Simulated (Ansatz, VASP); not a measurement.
One calculation of CsCl, two programs

File POSCAR:

```
CsCl
1.0
    4.1516170000      0.0000000000      0.0000000000
    0.0000000000      4.1516170000      0.0000000000
    0.0000000000      0.0000000000      4.1516170000
Cs Cl
1 1
Direct
    0.0000000000      0.0000000000      0.0000000000
    0.5000000000      0.5000000000      0.5000000000
```

INCAR.step1

```
SYSTEM = CsCl
ALGO     = Normal         ! electronic algorithm
EDIFF    = 1E-5           ! SCF threshold, eV
ENCUT    = 550            ! plane-wave cutoff, eV
GGA      = PE             ! functional
GGA_COMPAT= .FALSE.      
ISMEAR   = -1             ! smearing method
LASPH    = .TRUE.         ! aspherical terms in the spheres
LCHARG   = .FALSE.        ! write CHGCAR
LREAL    = .FALSE.        ! projectors in reciprocal space
LWAVE    = .TRUE.         ! write WAVECAR
NBANDS   = 15             ! bands
NELM     = 120            ! most SCF steps
PREC     = Accurate       ! precision mode
SIGMA    = 0.1            ! smearing width, eV
```

File INCAR.step2:

```
SYSTEM = CsCl
ALGO     = Normal         ! electronic algorithm
EDIFF    = 1E-6           ! SCF threshold, eV
ENCUT    = 550            ! plane-wave cutoff, eV
GGA_COMPAT= .FALSE.      
ISIF     = 2              ! what is computed and relaxed
ISMEAR   = -1             ! smearing method
ISTART   = 1            
LASPH    = .TRUE.         ! aspherical terms in the spheres
LCHARG   = .FALSE.        ! write CHGCAR
LMIXTAU  = .TRUE.       
LREAL    = .FALSE.        ! projectors in reciprocal space
LWAVE    = .FALSE.        ! write WAVECAR
METAGGA  = R2SCAN         ! meta-GGA
NBANDS   = 15             ! bands
NELM     = 120            ! most SCF steps
PREC     = Accurate       ! precision mode
SIGMA    = 0.1            ! smearing width, eV
```

File KPOINTS:

```
k-points
0
G
  6 6 6
  0 0 0
```

Input for Ansatz:

```yaml
crystal:
  lattice:
    - [4.151617, 0.0, 0.0]
    - [0.0, 4.151617, 0.0]
    - [0.0, 0.0, 4.151617]
  atoms:
    - { symbol: Cs, position: [0.0, 0.0, 0.0] }
    - { symbol: Cl, position: [0.5, 0.5, 0.5] }
  symmetry: { tolerance: 0.0003 }
kpoints:
  mp_grid: { grid: [6, 6, 6], shift: [0, 0, 0] }
  band_path:
    path:
      - [0.0, 0.0, 0.0]
      - [0.0, 0.5, 0.0]
      - [0.5, 0.5, 0.0]
      - [0.0, 0.0, 0.0]
      - [0.5, 0.5, 0.5]
      - [0.0, 0.5, 0.0]
      - [0.5, 0.5, 0.5]
      - [0.5, 0.5, 0.0]
    npoints: 20
magnetization:
  spin_polarized: false
scf:
  occupations: { method: fermi_dirac }
  lower_state_search: "off"
  max_iter: 200
hamiltonian:
  pseudopotentials: { kind: paw }
  xc: r2scan
basis:
  ecutwfc: 500
  fft_grid_basis: typed
output:
  forces: true
  stress: true
  eigenvalues: true
  bader: true
  populations: true
  elf: true
  write_potential: true
  volumetric_format: npy
  dos:
    e_range: [-12, 8]
    de: 0.05
    projected: { site_lists: { Cl: [Cl], Cs: [Cs] } }
  write_density: true
checkpoint:
  read: saved_state
```

Alike in both runs: task single point; functional r2SCAN; k mesh 6 × 6 × 6; no spin polarisation.

|  | VASP | Ansatz |
| --- | --- | --- |
| version | VASP 6.6.1 | Ansatz 0.2.0 |
| potentials or method | VASP PAW PBE potentials, release 64 (Cs_sv, Cl), cutoff 550 eV | PAW plane waves |
| occupations | fermi-dirac, width 0.1 eV | fermi-dirac |
| valence electrons in the cell | 16 | 16 |

|  | VASP | Ansatz | Ansatz less VASP |
| --- | --- | --- | --- |
| gap on the k mesh at the Fermi level (eV) | 5.92 | 5.92 | +0.004 |
| pressure (GPa) | -0.1 | -0.1 | -0.04 |

VASP's potentials were made for PBE, not for r2SCAN.

Spin-orbit coupling is off throughout.
